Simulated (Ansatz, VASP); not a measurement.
# Two plane-wave programs on Al2O3

Contents of INCAR:

```
SYSTEM = Al2O3
ALGO = Normal
EDIFF = 1E-6
ENCUT = 520
GGA = PE
ISIF = 2
ISMEAR = 0
LASPH = .True.
LCHARG = .False.
LREAL = .False.
LWAVE = .False.
NBANDS = 35
NELM = 60
PREC = Accurate
SIGMA = 0.01
```

The input KPOINTS:

```
k-points
0
Gamma
  6 6 6
  0 0 0
```

Contents of POSCAR:

```
Al2O3
1.0
    2.4042841257      1.3881140872      4.3745308076
   -2.4042841257      1.3881140872      4.3745308076
    0.0000000000     -2.7762281744      4.3745308076
Al O
4 6
Direct
    0.8521488403      0.8521488403      0.8521488403
    0.3521488403      0.3521488403      0.3521488403
    0.1478511597      0.1478511597      0.1478511597
    0.6478511597      0.6478511597      0.6478511597
    0.4438250151      0.0561749849      0.7500000000
    0.0561749849      0.7500000000      0.4438250151
    0.5561749849      0.9438250151      0.2500000000
    0.2500000000      0.5561749849      0.9438250151
    0.9438250151      0.2500000000      0.5561749849
    0.7500000000      0.4438250151      0.0561749849
```

Input for Ansatz:

```yaml
crystal:
  lattice:
    - [2.4042841257, 1.3881140872, 4.3745308076]
    - [-2.4042841257, 1.3881140872, 4.3745308076]
    - [0.0, -2.7762281744, 4.3745308076]
  atoms:
    - { symbol: Al, position: [0.8521488403, 0.8521488403, 0.8521488403] }
    - { symbol: Al, position: [0.3521488403, 0.3521488403, 0.3521488403] }
    - { symbol: Al, position: [0.1478511597, 0.1478511597, 0.1478511597] }
    - { symbol: Al, position: [0.6478511597, 0.6478511597, 0.6478511597] }
    - { symbol: O, position: [0.4438250151, 0.0561749849, 0.75] }
    - { symbol: O, position: [0.0561749849, 0.75, 0.4438250151] }
    - { symbol: O, position: [0.5561749849, 0.9438250151, 0.25] }
    - { symbol: O, position: [0.25, 0.5561749849, 0.9438250151] }
    - { symbol: O, position: [0.9438250151, 0.25, 0.5561749849] }
    - { symbol: O, position: [0.75, 0.4438250151, 0.0561749849] }
kpoints:
  mp_grid: { grid: [6, 6, 6] }
hamiltonian:
  xc: pbe
scf:
  occupations: { method: fixed }
  n_extra_bands: 6
output:
  forces: true
  stress: true
  eigenvalues: true
```

Alike in both runs: task single point; functional PBE; k mesh 6 × 6 × 6; no spin polarisation.

|  | VASP | Ansatz |
| --- | --- | --- |
| version | VASP 6.6.1 | Ansatz 0.2.0 |
| potentials or method | VASP PAW PBE potentials, release 64 (Al, O) | plane waves, PAW |
| plane-wave cutoff (eV) | 520 | 420 |
| occupations | gaussian, width 0.01 eV | fixed |
| valence electrons in the cell | 48 | 48 |

Ansatz gave:

| Property | Result |
| --- | --- |
| gap on the k mesh at the Fermi level (eV) | 5.85 |
| pressure (GPa) | 0.0 |

**Question.** Estimate VASP's values.

**Answer.** gap on the k mesh at the Fermi level (eV): 5.85; pressure (GPa): -0.1.
